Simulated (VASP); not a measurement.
# AlN (P2_13) in VASP: relaxation of cell and atoms with PBEsol

Aim: the relaxation of cell and atoms of AlN with PBEsol.

Program: VASP 6.6.1. These are calculated values, not measurements. Logs are shortened: lines on timing, memory, paths and dates and some standing lists are left out, and cuts for length are marked.

### Step 1. The cell of the first run

Symmetry: P2_13, No. 198, cubic system. The conventional cell has a = 4.398 Å, b = 4.398 Å, c = 4.398 Å, α = 90.00°, β = 90.00°, γ = 90.00°. Within 3.0 Å of Al (site symmetry 3) lie 7 N at 2.25 to 2.47 Å and 6 Al at 2.70 Å. N (site symmetry 3) has 7 Al at 2.25 to 2.47 Å and 6 N at 2.73 Å within 3.0 Å.

### Step 2. Relaxation of cell and atoms, PBEsol

INCAR reads:

```
SYSTEM = AlN
  PREC = Accurate
  ENCUT = 600
  EDIFF = 1E-6
  ISMEAR = -1
  SIGMA = 0.03
  LREAL = .False.
  LASPH = .True.
  NELM = 60
  ALGO = Normal
  ISIF = 3
  LWAVE = .False.
  LCHARG = .False.
  GGA = PS
  IBRION = 2
  NSW = 100
  EDIFFG = -0.01
```

KPOINTS reads:

```
Automatic mesh
0
Gamma
  6 6 6
  0 0 0
```

POSCAR reads:

```
AlN
1.0
    4.3977702800      0.0000000000      0.0000000000
    0.0000000000      4.3977702800      0.0000000000
    0.0000000000      0.0000000000      4.3977702800
Al N
4 4
Direct
    0.8630876900      0.6369123100      0.3630876900
    0.6369123100      0.3630876900      0.8630876900
    0.3630876900      0.8630876900      0.6369123100
    0.1369123100      0.1369123100      0.1369123100
    0.1586982700      0.3413017300      0.6586982700
    0.3413017300      0.6586982700      0.1586982700
    0.6586982700      0.1586982700      0.3413017300
    0.8413017300      0.8413017300      0.8413017300
```

Potentials or basis: VASP PAW PBE potentials, release 64 (Al, N).

Command:

```sh
cat potpaw_PBE.64/Al/POTCAR potpaw_PBE.64/N/POTCAR > POTCAR
mpirun -np 1 vasp_std > vasp.out
```

OUTCAR:

```text
SYSTEM = AlN
   PREC = Accurate
   ENCUT = 600
   EDIFF = 1E-6
   ISMEAR = -1
   LREAL = .False.
   LASPH = .True.
   NELM = 60
   ISIF = 3
   GGA = PS
   IBRION = 2
   NSW = 100
   EDIFFG = -0.01

 ion  position               nearest neighbor table
   1  0.863  0.637  0.363-   5 2.25   6 2.29   7 2.29   8 2.29   7 2.47   8 2.47   6 2.47   2 2.70
                             2 2.70   3 2.70   4 2.70   3 2.70   4 2.70
   2  0.637  0.363  0.863-   6 2.25   5 2.29   7 2.29   8 2.29   5 2.47   7 2.47   8 2.47   1 2.70
                             1 2.70   3 2.70   3 2.70   4 2.70   4 2.70
   3  0.363  0.863  0.637-   7 2.25   6 2.29   5 2.29   8 2.29   6 2.47   5 2.47   8 2.47   1 2.70
                             4 2.70   2 2.70   2 2.70   1 2.70   4 2.70
   4  0.137  0.137  0.137-   8 2.25   6 2.29   7 2.29   5 2.29   6 2.47   5 2.47   7 2.47   2 2.70
                             3 2.70   1 2.70   3 2.70   1 2.70   2 2.70
   5  0.159  0.341  0.659-   1 2.25   2 2.29   3 2.29   4 2.29   3 2.47   4 2.47   2 2.47
   6  0.341  0.659  0.159-   2 2.25   1 2.29   3 2.29   4 2.29   1 2.47   3 2.47   4 2.47
   7  0.659  0.159  0.341-   3 2.25   2 2.29   1 2.29   4 2.29   2 2.47   1 2.47   4 2.47
   8  0.841  0.841  0.841-   4 2.25   2 2.29   3 2.29   1 2.29   2 2.47   1 2.47   3 2.47

  LATTYP: Found a simple cubic cell.
 ALAT       =     4.3977702800

  Lattice vectors:

 A1 = (   4.3977702800,   0.0000000000,   0.0000000000)
 A2 = (   0.0000000000,   4.3977702800,   0.0000000000)
 A3 = (   0.0000000000,   0.0000000000,   4.3977702800)

Analysis of symmetry for initial positions (statically):
=====================================================================
 Subroutine PRICEL returns:
 Original cell was already a primitive cell.

 Routine SETGRP: Setting up the symmetry group for a
 simple cubic supercell.

 Subroutine GETGRP returns: Found 12 space group operations
 (whereof  3 operations were pure point group operations)
 out of a pool of 48 trial point group operations.

The static configuration has the point symmetry C_3 .
 The point group associated with its full space group is T   .

Analysis of symmetry for dynamics (positions and initial velocities):
=====================================================================
 Subroutine PRICEL returns:
 Original cell was already a primitive cell.

 Routine SETGRP: Setting up the symmetry group for a
 simple cubic supercell.

 Subroutine GETGRP returns: Found 12 space group operations
 (whereof  3 operations were pure point group operations)
 out of a pool of 48 trial point group operations.

The dynamic configuration has the point symmetry C_3 .
 The point group associated with its full space group is T   .

 Subroutine INISYM returns: Found 12 space group operations
 (whereof  3 operations are pure point group operations),
 and found     1 'primitive' translations

----------------------------------------------------------------------------------------

                                     Primitive cell

  volume of cell :      85.0546

  direct lattice vectors                    reciprocal lattice vectors
     4.397770280  0.000000000  0.000000000     0.227387957  0.000000000  0.000000000
     0.000000000  4.397770280  0.000000000     0.000000000  0.227387957  0.000000000
     0.000000000  0.000000000  4.397770280     0.000000000  0.000000000  0.227387957

  length of vectors
     4.397770280  4.397770280  4.397770280     0.227387957  0.227387957  0.227387957

  position of ions in fractional coordinates (direct lattice)
     0.863087690  0.636912310  0.363087690
     0.636912310  0.363087690  0.863087690
     0.363087690  0.863087690  0.636912310
     0.136912310  0.136912310  0.136912310
     0.158698270  0.341301730  0.658698270
     0.341301730  0.658698270  0.158698270
     0.658698270  0.158698270  0.341301730
     0.841301730  0.841301730  0.841301730

  ion indices of the primitive-cell ions
   primitive index   ion index
                 1           1
                 2           2
                 3           3
                 4           4
                 5           5
                 6           6
                 7           7
                 8           8

----------------------------------------------------------------------------------------

 KPOINTS: Automatic mesh

Automatic generation of k-mesh.
 Grid dimensions read from file:
 generate k-points for:    6    6    6

 Generating k-lattice:

  Cartesian coordinates                     Fractional coordinates (reciprocal lattice)
     0.037897993  0.000000000  0.000000000     0.166666667  0.000000000  0.000000000
     0.000000000  0.037897993  0.000000000     0.000000000  0.166666667  0.000000000
     0.000000000  0.000000000  0.037897993     0.000000000  0.000000000  0.166666667

  Length of vectors
     0.037897993  0.037897993  0.037897993

  Shift w.r.t. Gamma in fractional coordinates (k-lattice)
     0.000000000  0.000000000  0.000000000

 Subroutine IBZKPT returns following result:
 ===========================================

 Found     24 irreducible k-points:

 Following reciprocal coordinates:
            Coordinates               Weight
  0.000000  0.000000  0.000000      1.000000
  0.166667  0.000000  0.000000      6.000000
  0.333333  0.000000  0.000000      6.000000
  0.500000  0.000000  0.000000      3.000000
  0.166667  0.166667  0.000000     12.000000
  0.333333  0.166667  0.000000     12.000000
[... 16 lines left out ...]
  0.500000  0.500000  0.333333      6.000000
  0.500000  0.500000  0.500000      1.000000
   k-points           NKPTS =     24   k-points in BZ     NKDIM =     24   number of bands    NBANDS=     21
   number of dos      NEDOS =    301   number of ions     NIONS =      8
   total plane-waves  NPLWV =  46656
   dimension x,y,z NGX =    36 NGY =   36 NGZ =   36
   dimension x,y,z NGXF=    72 NGYF=   72 NGZF=   72
   ions per type =               4   4
   NGX,Y,Z   is equivalent  to a cutoff of  13.61, 13.61, 13.61 a.u.
   NGXF,Y,Z  is equivalent  to a cutoff of  27.22, 27.22, 27.22 a.u.
 SYSTEM =  AlN
   PREC   = accura    normal or accurate (medium, high low for compatibility)
   ISTART =      0    job   : 0-new  1-cont  2-samecut
   ICHARG =      2    charge: 1-file 2-atom 10-const
   ISPIN  =      1    spin polarized calculation?
   LNONCOLLINEAR =      F non collinear calculations
   LSORBIT =      F    spin-orbit coupling
   LASPH  =      T    aspherical Exc in radial PAW
   ENCUT  =  600.0 eV  44.10 Ry    6.64 a.u.   8.78  8.78  8.78*2*pi/ulx,y,z
   NELM   =     60;   NELMIN=  2; NELMDL= -5     # of ELM steps
   EDIFF  = 0.1E-05   stopping-criterion for ELM
   LREAL  =      F    real-space projection
   EDIFFG = -.1E-01   stopping-criterion for IOM
   NSW    =    100    number of steps for IOM
   IBRION =      2    ionic relax: 0-MD 1-quasi-New 2-CG
   NFREE  =      1    steps in history (QN), initial steepest desc. (CG)
   ISIF   =      3    stress and relaxation
   ISYM   =      2    0-nonsym 1-usesym 2-fastsym
   POTIM  = 0.5000    time-step for ionic-motion
   TEBEG  =    0.0;   TEEND  =   0.0 temperature during run
   PSTRESS=    0.0 pullay stress
   NELECT =      32.0000    total number of electrons
   NUPDOWN=      -1.0000    fix difference up-down
   EMIN   =  10.00;   EMAX   =-10.00  energy-range for DOS
   EFERMI =   0.00;   METHOD = LEGACY
   ISMEAR =    -1;   SIGMA  =   0.03  broadening in eV -4-tet -1-fermi 0-gaus
   EFERMI_NEDOS =   21; number of points for ismear=-14 and -15
   IALGO  =     38    algorithm
   IMIX   =      4    mixing-type and parameters
     AMIX     =   0.40;   BMIX     =  1.00
     AMIX_MAG =   1.60;   BMIX_MAG =  1.00
  volume/ion in A,a.u.               =      10.63        71.75
  Fermi-wavevector in a.u.,A,eV,Ry     =   1.181841  2.233355 19.003903  1.396747
  Thomas-Fermi vector in A             =   2.318106
   LORBIT       =      0    0 simple, 1 ext, 2 COOP (PROOUT), +10 PAW based schemes
   GGA     = PS    functional components
   LHFCALC =     F    Hartree Fock is set to
   AEXX    =    0.0000 exact exchange contribution
   IVDW    =     0    specifies the selected vdW correction
   LEPSILON=     F    determine dielectric tensor
   LRPA    =     F    only Hartree local field effects (RPA)
 conjugate gradient relaxation of ions
 non-spin polarized calculation
  energy-cutoff  :      600.00
  volume of cell :       85.05
 maximum number of plane-waves:      2897
   NGX = 17   NGY = 17   NGZ = 17

--------------------------------------- Ionic step        1  -------------------------------------------

 number of electron      32.0000005 magnetization

 Free energy of the ion-electron system (eV)
  ---------------------------------------------------
  ext. energy  EPLUGINS =         0.00000000
  ---------------------------------------------------
  free energy    TOTEN  =       -48.59508310 eV

  energy without entropy =      -48.59395510  energy(sigma->0) =      -48.59451910

------------------------ aborting loop because EDIFF is reached ----------------------------------------

  FORCE on cell =-STRESS in cart. coord.  units (eV):
  Direction    XX          YY          ZZ          XY          YZ          ZX
  --------------------------------------------------------------------------------------
  -------------------------------------------------------------------------------------
  Total      -13.3033035    -13.3033035    -13.3033035      0.0000000      0.0000000      0.0000000
  in kB     -250.5950350   -250.5950350   -250.5950350      0.0000000      0.0000000      0.0000000
  external PRESSURE =    -250.5950350 kB  Pullay stress =       0.0000000 kB
[... 107 lines left out ...]
  FREE ENERGIE OF THE ION-ELECTRON SYSTEM (eV)
  ---------------------------------------------------
  free  energy   TOTEN  =       -51.4903583913 eV

  energy  without entropy=      -51.4903583913  energy(sigma->0) =      -51.49035839

 E-fermi :   9.6200     XC(G=0): -12.1679

 val. band max:        8.9858956196   @ k =   0.1667   0.1667   0.0000
 cond. band min:      13.1836318215   @ k =   0.0000   0.0000   0.0000
 fundamental gap:      4.1977362019
 Fermi energy:         9.6199923052

 k-point     1 :       0.0000    0.0000    0.0000
  band No.  band energies     occupation
      1      -7.8891      2.00000
      2      -3.8854      2.00000
      3      -3.8854      2.00000
      4      -3.8854      2.00000
      5       2.1170      2.00000
      6       2.1170      2.00000
[... 550 lines left out ...]
      5       1.1441      2.00000
      6       1.1441      2.00000
[... 13 lines left out ...]
     20      14.5647      0.00000
     21      18.8820      0.00000

[... ionic steps 4 to 29 ...]

--------------------------------------- Ionic step       30  -------------------------------------------

 number of electron      31.9999993 magnetization

------------------------ aborting loop because EDIFF is reached ----------------------------------------

  FORCE on cell =-STRESS in cart. coord.  units (eV):
  Direction    XX          YY          ZZ          XY          YZ          ZX
  --------------------------------------------------------------------------------------
  -------------------------------------------------------------------------------------
  Total       -0.0304770     -0.0304770     -0.0304770     -0.0000000      0.0000000     -0.0000000
  in kB       -0.7381150     -0.7381150     -0.7381150     -0.0000000      0.0000000     -0.0000000
  external PRESSURE =      -0.7381150 kB  Pullay stress =       0.0000000 kB
[... 69 lines left out ...]
  energy  without entropy=      -61.8378496538  energy(sigma->0) =      -61.83784965

--------------------------------------- Ionic step       32  -------------------------------------------

 number of electron      31.9999993 magnetization

 Free energy of the ion-electron system (eV)
  ---------------------------------------------------
  ext. energy  EPLUGINS =         0.00000000
  ---------------------------------------------------
  free energy    TOTEN  =       -61.83787422 eV

  energy without entropy =      -61.83787422  energy(sigma->0) =      -61.83787422

 E-fermi :  10.5277     XC(G=0): -12.4524

 val. band max:        9.8855013269   @ k =   0.0000   0.0000   0.0000
 cond. band min:      14.4403559891   @ k =   0.0000   0.0000   0.0000
 fundamental gap:      4.5548546622
 Fermi energy:        10.5276765160

 k-point     1 :       0.0000    0.0000    0.0000
  band No.  band energies     occupation
      1      -7.6645      2.00000
      2      -3.3646      2.00000
      3      -3.3646      2.00000
      4      -3.3646      2.00000
      5       2.4363      2.00000
      6       2.4363      2.00000
[... 600 lines left out ...]
  FREE ENERGIE OF THE ION-ELECTRON SYSTEM (eV)
  ---------------------------------------------------
  free  energy   TOTEN  =       -61.8378742186 eV

  energy  without entropy=      -61.8378742186  energy(sigma->0) =      -61.83787422

 reached required accuracy - stopping structural energy minimisation
```

Run time: 13 min. Hardware: 1 thread of Intel Xeon Platinum 8259CL at 2.50GHz (Skylake/Cascade Lake), shared host; peak memory 0.22 GiB.

Results:

```
Free energy                           : -61.8379 eV
Relaxed volume                        : 8.26 Å³/atom
Relaxed cell                          : a = 4.043 Å, b = 4.043 Å, c = 4.043 Å, α = 90.00°, β = 90.00°, γ = 90.00°
Space group after relaxing (to 0.1 Å) : Fm-3m (No. 225)
Energy gained by relaxing             : 1655.3 meV/atom
Ionic steps                           : 32
Pressure after relaxing               : 0.1 GPa
Largest force after relaxing          : 0.008 eV/Å
Band gap on the k mesh                : 4.55 eV
```

Forces in eV/Å, atoms in the order of the input:
```
Al   0.004 -0.004  0.004
Al  -0.004  0.004  0.004
Al   0.004  0.004 -0.004
Al  -0.004 -0.004 -0.004
N    0.000  0.000  0.000
N    0.000  0.000  0.000
N    0.000  0.000  0.000
N    0.000  0.000  0.000
```

Step by step:
```tsv
step	energy change (eV)	largest force (eV/Å)	pressure (GPa)	volume (Å³)
1	0.0000	2.8576	-25.06	85.05
2	-2.8968	3.2135	15.83	66.18
3	-2.8953	3.1647	18.68	65.54
4	-4.9754	2.6070	38.67	63.98
5	-5.1476	3.2305	49.57	63.46
6	-6.7165	3.2761	34.54	67.39
7	-8.9580	2.0698	4.27	80.14
8	-8.9933	1.7974	1.32	82.02
9	-9.2788	1.7107	-3.72	81.88
10	-9.9063	1.5051	-16.78	81.44
11	-10.3821	1.2765	-31.68	80.57
12	-10.5136	1.2859	-31.31	79.94
13	-10.8790	1.4686	-29.62	78.06
14	-11.3687	2.0691	-22.42	74.39
15	-10.1754	4.5347	14.28	67.40
16	-11.4306	2.2308	-19.98	73.53
17	-11.4415	2.4041	-17.65	72.86
18	-11.6324	2.3033	-16.68	72.24
19	-12.1379	1.9365	-13.09	70.42
20	-12.7418	1.2138	-1.89	66.87
21	-12.7794	1.4995	4.70	65.42
22	-12.7843	1.4192	2.89	65.79
23	-12.8937	1.2519	1.80	65.98
24	-13.1278	0.7446	-1.22	66.56
25	-13.1730	0.3657	-5.97	67.73
26	-13.2219	0.1599	-4.19	67.24
27	-13.2411	0.1131	0.38	66.04
28	-13.2411	0.1144	0.24	66.08
29	-13.2424	0.0568	0.07	66.12
30	-13.2427	0.0201	-0.07	66.15
31	-13.2428	0.0142	0.02	66.13
32	-13.2428	0.0077	0.13	66.10
```

Final structure:
```
Al N
1.0
     4.04338    0.00000    0.00000
     0.00000    4.04338    0.00000
     0.00000    0.00000    4.04338
Al N
4 4
Direct
  0.74990 0.75010 0.24990
  0.75010 0.24990 0.74990
  0.24990 0.74990 0.75010
  0.25010 0.25010 0.25010
  0.25003 0.24997 0.75003
  0.24997 0.75003 0.25003
  0.75003 0.25003 0.24997
  0.74997 0.74997 0.74997
```

Levels at points of the mesh, in eV from the valence-band top:
| k point | band 14 | band 15 | band 16 | band 17 | band 18 | band 19 |
| --- | --- | --- | --- | --- | --- | --- |
| (0.00, 0.00, 0.00) | 0.00 | 0.00 | 0.00 | 4.55 | 4.55 | 4.55 |
| (0.50, 0.00, 0.00) | -1.64 | -1.64 | -1.64 | 7.32 | 7.32 | 7.69 |
| (0.50, 0.50, 0.00) | -1.14 | -1.14 | -1.14 | 8.28 | 8.28 | 8.28 |
| (0.50, 0.50, 0.50) | -1.09 | -1.09 | -1.09 | 6.04 | 6.04 | 6.04 |

Caveat: the volume moved by over 15 % at a fixed basis, so the end points are rough; the PAW data sets were made with another functional, which shifts forces and pressure a little. A k mesh can miss the band edges.
